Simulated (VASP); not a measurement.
# KI (P6_3/mmc) in VASP: a series of runs, part 2 of 2

VASP 6.6.1. The steps go on from the part before.

## (3) Single point, PBE

This run uses another cell than the first one, of 57.17 Å³/atom.

Input file INCAR:

```
SYSTEM = KI
PREC     = Accurate       ! precision mode
ENCUT    = 520            ! plane-wave cutoff, eV
EDIFF    = 1E-7           ! SCF threshold, eV
ISMEAR   = -1             ! smearing method
SIGMA    = 0.02           ! smearing width, eV
LREAL    = .False.        ! projectors in reciprocal space
LASPH    = .True.         ! aspherical terms in the spheres
NELM     = 100            ! most SCF steps
ALGO     = Normal         ! electronic algorithm
ISIF     = 2              ! what is computed and relaxed
LWAVE    = .False.        ! write WAVECAR
LCHARG   = .False.        ! write CHGCAR
GGA      = PE             ! functional
NBANDS   = 24             ! bands
```

Input file KPOINTS:

```
regular mesh
0
Gamma
  6 6 4
  0 0 0
```

Input file POSCAR:

```
KI
1.0
    6.0911065587      0.0000000000      0.0000000000
   -3.0455532794      5.2750530170      0.0000000000
    0.0000000000      0.0000000000      7.1175075049
K I
2 2
Direct
    0.3333333333      0.6666666667     -0.0625007815
    0.6666666667      0.3333333333      0.4374992185
    0.3333333333      0.6666666667      0.4375007815
    0.6666666667      0.3333333333      0.9375007815
```

Potentials or basis: VASP PAW PBE potentials, release 64 (K_sv, I).

The run is started by

```console
$ cat potpaw_PBE.64/K_sv/POTCAR potpaw_PBE.64/I/POTCAR > POTCAR
$ mpirun -np 1 vasp_std > vasp.out
```

OUTCAR:

```text
SYSTEM = KI
   PREC = Accurate
   ENCUT = 520
   EDIFF = 1E-7
   ISMEAR = -1
   LREAL = .False.
   LASPH = .True.
   NELM = 100
   ISIF = 2
   GGA = PE

 ion  position               nearest neighbor table
   1  0.333  0.667  0.937-   4 3.52   4 3.52   4 3.52   3 3.56   3 3.56
   2  0.667  0.333  0.437-   3 3.52   3 3.52   3 3.52   4 3.56   4 3.56
   3  0.333  0.667  0.438-   2 3.52   2 3.52   2 3.52   1 3.56   1 3.56
   4  0.667  0.333  0.938-   1 3.52   1 3.52   1 3.52   2 3.56   2 3.56

  LATTYP: Found a hexagonal cell.
 ALAT       =     6.0911065587
 C/A-ratio  =     1.1685081251

  Lattice vectors:

 A1 = (   6.0911065587,   0.0000000000,   0.0000000000)
 A2 = (  -3.0455532794,   5.2750530170,   0.0000000000)
 A3 = (   0.0000000000,   0.0000000000,   7.1175075049)

Analysis of symmetry for initial positions (statically):
=====================================================================
 Subroutine PRICEL returns:
 Original cell was already a primitive cell.

 Routine SETGRP: Setting up the symmetry group for a
 hexagonal supercell.

 Subroutine GETGRP returns: Found 24 space group operations
 (whereof  6 operations were pure point group operations)
 out of a pool of 24 trial point group operations.

The static configuration has the point symmetry C_3v.
 The point group associated with its full space group is D_6h.

Analysis of symmetry for dynamics (positions and initial velocities):
=====================================================================
 Subroutine PRICEL returns:
 Original cell was already a primitive cell.

 Routine SETGRP: Setting up the symmetry group for a
 hexagonal supercell.

 Subroutine GETGRP returns: Found 24 space group operations
 (whereof  6 operations were pure point group operations)
 out of a pool of 24 trial point group operations.

The dynamic configuration has the point symmetry C_3v.
 The point group associated with its full space group is D_6h.
[... 115 lines left out ...]
   EFERMI_NEDOS =   21; number of points for ismear=-14 and -15
   IALGO  =     38    algorithm
   IMIX   =      4    mixing-type and parameters
     AMIX     =   0.40;   BMIX     =  1.00
     AMIX_MAG =   1.60;   BMIX_MAG =  1.00
  volume/ion in A,a.u.               =      57.17       385.82
  Fermi-wavevector in a.u.,A,eV,Ry     =   0.849913  1.606103  9.828199  0.722352
  Thomas-Fermi vector in A             =   1.965808
   LORBIT       =      0    0 simple, 1 ext, 2 COOP (PROOUT), +10 PAW based schemes
   GGA     = PE    functional components
   LHFCALC =     F    Hartree Fock is set to
   AEXX    =    0.0000 exact exchange contribution
   IVDW    =     0    specifies the selected vdW correction
   LEPSILON=     F    determine dielectric tensor
   LRPA    =     F    only Hartree local field effects (RPA)
 non-spin polarized calculation
  energy-cutoff  :      520.00
  volume of cell :      228.69
 maximum number of plane-waves:      6207
 NGX is ok and might be reduce to    48
   NGX = 23   NGY = 23   NGZ = 27

 number of electron      32.0000002 magnetization

 Free energy of the ion-electron system (eV)
  ---------------------------------------------------
  ext. energy  EPLUGINS =         0.00000000
  ---------------------------------------------------
  free energy    TOTEN  =       -10.97159180 eV

  energy without entropy =      -10.97159180  energy(sigma->0) =      -10.97159180

 E-fermi :  -1.1309     XC(G=0):  -6.0418

 val. band max:       -1.5856065848   @ k =   0.0000   0.0000   0.0000
 cond. band min:       2.1640994260   @ k =   0.0000   0.0000   0.0000
 fundamental gap:      3.7497060108
 Fermi energy:        -1.1309499716

 k-point     1 :       0.0000    0.0000    0.0000
  band No.  band energies     occupation
      1     -30.2707      2.00000
      2     -30.2687      2.00000
      3     -13.7774      2.00000
      4     -13.7761      2.00000
      5     -13.7761      2.00000
      6     -13.7630      2.00000
[... 556 lines left out ...]
     23       5.8650      0.00000
     24       5.8650      0.00000

------------------------ aborting loop because EDIFF is reached ----------------------------------------

  FORCE on cell =-STRESS in cart. coord.  units (eV):
  Direction    XX          YY          ZZ          XY          YZ          ZX
  --------------------------------------------------------------------------------------
  -------------------------------------------------------------------------------------
  Total        0.0196350      0.0196350      0.0229847     -0.0000000     -0.0000000      0.0000000
  in kB        0.1375594      0.1375594      0.1610271     -0.0000000     -0.0000000      0.0000000
  external PRESSURE =       0.1453819 kB  Pullay stress =       0.0000000 kB

 VOLUME and BASIS-vectors are now :
 -----------------------------------------------------------------------------
  energy-cutoff  :      520.00
  volume of cell :      228.69
      direct lattice vectors                 reciprocal lattice vectors
     6.091106559  0.000000000  0.000000000     0.164173782  0.094785777  0.000000000
    -3.045553279  5.275053017  0.000000000     0.000000000  0.189571554  0.000000000
     0.000000000  0.000000000  7.117507505     0.000000000  0.000000000  0.140498622

 POSITION                                       TOTAL-FORCE (eV/Angst)
 -----------------------------------------------------------------------------------
     -0.00000      3.51670      6.67266         0.000000     -0.000000     -0.000000
      3.04555      1.75835      3.11390        -0.000000      0.000000     -0.000000
     -0.00000      3.51670      3.11392        -0.000000      0.000000      0.000000
      3.04555      1.75835      6.67267         0.000000     -0.000000      0.000000
 -----------------------------------------------------------------------------------
    total drift:                               -0.000000      0.000000     -0.011729

  FREE ENERGIE OF THE ION-ELECTRON SYSTEM (eV)
  ---------------------------------------------------
  free  energy   TOTEN  =       -10.9715917973 eV

  energy  without entropy=      -10.9715917973  energy(sigma->0) =      -10.97159180
```

OSZICAR:

```text
N       E                     dE             d eps       ncg     rms          rms(c)
DAV:   1     0.217062162412E+03    0.21706E+03   -0.12764E+04  1008   0.107E+03
DAV:   2     0.972575823676E+01   -0.20734E+03   -0.19639E+03  1208   0.266E+02
DAV:   3    -0.105353517276E+02   -0.20261E+02   -0.20186E+02  1656   0.692E+01
DAV:   4    -0.112336885377E+02   -0.69834E+00   -0.69694E+00  1472   0.140E+01
DAV:   5    -0.112702636871E+02   -0.36575E-01   -0.36574E-01  1536   0.203E+00    0.399E+00
DAV:   6    -0.109819082069E+02    0.28836E+00   -0.35122E-01  1352   0.253E+00    0.286E+00
DAV:   7    -0.109422463476E+02    0.39662E-01   -0.43954E-01  1296   0.241E+00    0.123E+00
DAV:   8    -0.109662437573E+02   -0.23997E-01   -0.55889E-02  1312   0.109E+00    0.209E-01
DAV:   9    -0.109675272379E+02   -0.12835E-02   -0.26943E-03  1336   0.200E-01    0.130E-01
DAV:  10    -0.109712064422E+02   -0.36792E-02   -0.25888E-03  1064   0.224E-01    0.640E-02
DAV:  11    -0.109715222333E+02   -0.31579E-03   -0.23027E-04  1408   0.764E-02    0.245E-02
DAV:  12    -0.109715897651E+02   -0.67532E-04   -0.93108E-05  1296   0.605E-02    0.374E-02
DAV:  13    -0.109715882610E+02    0.15041E-05   -0.79720E-06  1336   0.167E-02    0.169E-02
DAV:  14    -0.109715912055E+02   -0.29444E-05   -0.55185E-06  1384   0.128E-02    0.229E-03
DAV:  15    -0.109715916396E+02   -0.43416E-06   -0.31671E-07  1328   0.292E-03    0.345E-03
DAV:  16    -0.109715918046E+02   -0.16502E-06   -0.11000E-07  1040   0.159E-03    0.388E-04
DAV:  17    -0.109715917973E+02    0.73305E-08   -0.13312E-08   992   0.610E-04
   1 F= -.10971592E+02 E0= -.10971592E+02  d E =-.131691E-11
```

stdout:

```text
POSCAR found type information on POSCAR K I
 POSCAR found :  2 types and       4 ions
 scaLAPACK will be used
 LDA part: xc-table for (Slater+PW92), standard interpolation
 POSCAR, INCAR and KPOINTS ok, starting setup
 FFT: planning ... GRIDC
 FFT: planning ... GRID_SOFT
 FFT: planning ... GRID
 WAVECAR not read
 entering main loop
```

Wall time 3.1 min (1 thread of Oxide Virtual Turin-like, shared host); peak memory 0.35 GiB.

Results:

- Free energy: -10.9716 eV
- Pressure: 0.0 GPa
- Band gap on the k mesh: 3.75 eV

Caveat: the structure was generated, so it needn't be the stable form of KI; spin-orbit coupling is left out, which moves the levels of the heavy elements.

## (4) Single point, r2SCAN

Input file POSCAR:

```
KI
1.0
    6.0394507398      0.0000000000      0.0000000000
   -3.0197253699      5.2303177656      0.0000000000
    0.0000000000      0.0000000000      7.0391244287
K I
2 2
Direct
    0.3333333333      0.6666666667     -0.0625000000
    0.6666666667      0.3333333333      0.4375000000
    0.3333333333      0.6666666667      0.4375000000
    0.6666666667      0.3333333333      0.9375000000
```

Input file INCAR.step1:

```
SYSTEM = KI
PREC     = Accurate       ! precision mode
ENCUT    = 520            ! plane-wave cutoff, eV
ISMEAR   = -1             ! smearing method
SIGMA    = 0.02           ! smearing width, eV
LREAL    = .False.        ! projectors in reciprocal space
LASPH    = .True.         ! aspherical terms in the spheres
NELM     = 80             ! most SCF steps
NBANDS   = 24             ! bands
GGA      = PE             ! functional
ALGO     = Normal         ! electronic algorithm
EDIFF    = 1E-4           ! SCF threshold, eV
LWAVE    = .True.         ! write WAVECAR
LCHARG   = .False.        ! write CHGCAR
```

Input file INCAR.step2:

```
SYSTEM = KI
PREC     = Accurate       ! precision mode
ENCUT    = 520            ! plane-wave cutoff, eV
EDIFF    = 1E-6           ! SCF threshold, eV
ISMEAR   = -1             ! smearing method
SIGMA    = 0.02           ! smearing width, eV
LREAL    = .False.        ! projectors in reciprocal space
LASPH    = .True.         ! aspherical terms in the spheres
NELM     = 80             ! most SCF steps
ALGO     = Normal         ! electronic algorithm
ISIF     = 2              ! what is computed and relaxed
LWAVE    = .False.        ! write WAVECAR
LCHARG   = .False.        ! write CHGCAR
METAGGA  = R2SCAN         ! meta-GGA
LMIXTAU  = .True.       
NBANDS   = 24             ! bands
ISTART   = 1
```

KPOINTS is that of step 3.

The run is started by

```console
$ cat potpaw_PBE.64/K_sv/POTCAR potpaw_PBE.64/I/POTCAR > POTCAR
$ cp INCAR.step1 INCAR
$ mpirun -np 1 vasp_std > vasp.out
$ cp INCAR.step2 INCAR
$ mpirun -np 1 vasp_std > vasp.out
```

Wall time 12 min (1 thread of Oxide Virtual Turin-like, shared host); peak memory 0.4 GiB.

Results (log left out):

* Free energy: -67.7033 eV
* Pressure: 0.0 GPa
* Band gap on the k mesh: 4.35 eV

Levels at points of the mesh, in eV from the valence-band top:
```
           k point  band 12  band 13  band 14  band 15  band 16  band 17  band 18  band 19  band 20  band 21
(0.00, 0.00, 0.00)    -0.55    -0.55    -0.29    -0.29     0.00     4.35     6.48     6.93     6.93     7.65
(0.50, 0.00, 0.00)    -0.61    -0.57    -0.50    -0.31    -0.17     5.77     6.31     6.31     6.39     7.33
(0.00, 0.00, 0.50)    -0.68    -0.44    -0.44    -0.44    -0.44     5.49     5.49     7.54     7.54     7.54
(0.50, 0.00, 0.50)    -1.00    -0.42    -0.42    -0.27    -0.27     5.92     5.92     7.74     7.74     7.76
```

Caveat: the structure was generated, so it needn't be the stable form of KI; the PAW data sets were made with another functional, which shifts forces and pressure a little; spin-orbit coupling is left out, which moves the levels of the heavy elements. A k mesh can miss the band edges.

## (5) Single point, r2SCAN

POSCAR is that of step 4.

Input file INCAR.step1:

```
SYSTEM = KI
ALGO     = Normal         ! electronic algorithm
EDIFF    = 1E-4           ! SCF threshold, eV
ENCUT    = 520            ! plane-wave cutoff, eV
GGA      = PE             ! functional
ISMEAR   = 0              ! smearing method
LASPH    = .TRUE.         ! aspherical terms in the spheres
LCHARG   = .FALSE.        ! write CHGCAR
LREAL    = .FALSE.        ! projectors in reciprocal space
LWAVE    = .TRUE.         ! write WAVECAR
NBANDS   = 24             ! bands
NELM     = 60             ! most SCF steps
PREC     = Accurate       ! precision mode
SIGMA    = 0.01           ! smearing width, eV
```

Input file INCAR.step2:

```
SYSTEM = KI
ALGO     = Normal         ! electronic algorithm
EDIFF    = 1E-6           ! SCF threshold, eV
ENCUT    = 520            ! plane-wave cutoff, eV
ISIF     = 2              ! what is computed and relaxed
ISMEAR   = 0              ! smearing method
ISTART   = 1            
LASPH    = .TRUE.         ! aspherical terms in the spheres
LCHARG   = .FALSE.        ! write CHGCAR
LMIXTAU  = .TRUE.       
LREAL    = .FALSE.        ! projectors in reciprocal space
LWAVE    = .FALSE.        ! write WAVECAR
METAGGA  = R2SCAN         ! meta-GGA
NBANDS   = 24             ! bands
NELM     = 60             ! most SCF steps
PREC     = Accurate       ! precision mode
SIGMA    = 0.01           ! smearing width, eV
```

Input file KPOINTS:

```
k-points
0
G
  6 6 4
  0 0 0
```

The run is started by

```console
$ cat potpaw_PBE.64/K_sv/POTCAR potpaw_PBE.64/I/POTCAR > POTCAR
$ cp INCAR.step1 INCAR
$ mpirun -np 1 vasp_std > vasp.out
$ cp INCAR.step2 INCAR
$ mpirun -np 1 vasp_std > vasp.out
```

Run time: 13 min. Hardware: 1 thread of Oxide Virtual Turin-like, shared host; peak memory 0.4 GiB.

The run converged. Its results:

- Free energy: -67.7033 eV
- Pressure: 0.0 GPa
- Band gap on the k mesh: 4.35 eV

Levels at points of the mesh, in eV from the valence-band top:
| k point | band 14 | band 15 | band 16 | band 17 | band 18 | band 19 |
| --- | --- | --- | --- | --- | --- | --- |
| (0.00, 0.00, 0.00) | -0.29 | -0.29 | 0.00 | 4.35 | 6.48 | 6.93 |
| (0.50, 0.00, 0.00) | -0.50 | -0.31 | -0.17 | 5.77 | 6.31 | 6.31 |
| (0.00, 0.00, 0.50) | -0.44 | -0.44 | -0.44 | 5.49 | 5.49 | 7.54 |
| (0.50, 0.00, 0.50) | -0.42 | -0.27 | -0.27 | 5.92 | 5.92 | 7.74 |

Caveat: the structure was generated, so it needn't be the stable form of KI; the PAW data sets were made with another functional, which shifts forces and pressure a little; spin-orbit coupling is left out, which moves the levels of the heavy elements.

## (6) Summary

| level | potentials or basis | cell | smearing | gap on the mesh (eV) | pressure (GPa) |
| --- | --- | --- | --- | --- | --- |
| LDA | VASP PAW LDA potentials, release 64 (K_sv, I) | a = 6.039, b = 6.039, c = 7.039 Å, angles 90.0, 90.0, 120.0°, 4 atoms | gaussian 0.01 eV | 3.49 | -1.0 |
| PBE | VASP PAW PBE potentials, release 64 (K_sv, I) | a = 6.091, b = 6.091, c = 7.118 Å, angles 90.0, 90.0, 120.0°, 4 atoms | fermi-dirac 0.02 eV | 3.75 | 0.0 |
| r2SCAN | VASP PAW PBE potentials, release 64 (K_sv, I) | a = 6.039, b = 6.039, c = 7.039 Å, angles 90.0, 90.0, 120.0°, 4 atoms | fermi-dirac 0.02 eV | 4.35 | 0.0 |
| r2SCAN | VASP PAW PBE potentials, release 64 (K_sv, I) | a = 6.039, b = 6.039, c = 7.039 Å, angles 90.0, 90.0, 120.0°, 4 atoms | gaussian 0.01 eV | 4.35 | 0.0 |

Alike in all rows: task single point; no spin polarisation; k mesh 6 × 6 × 4; cutoff (eV) 520.

Caveats: the structure was generated, so it needn't be the stable form of KI; spin-orbit coupling is left out, which moves the levels of the heavy elements; the PAW data sets were made with another functional, which shifts forces and pressure a little (at least some runs).

Total energies depend on the potentials used, so only differences within one code and one set of settings carry meaning.
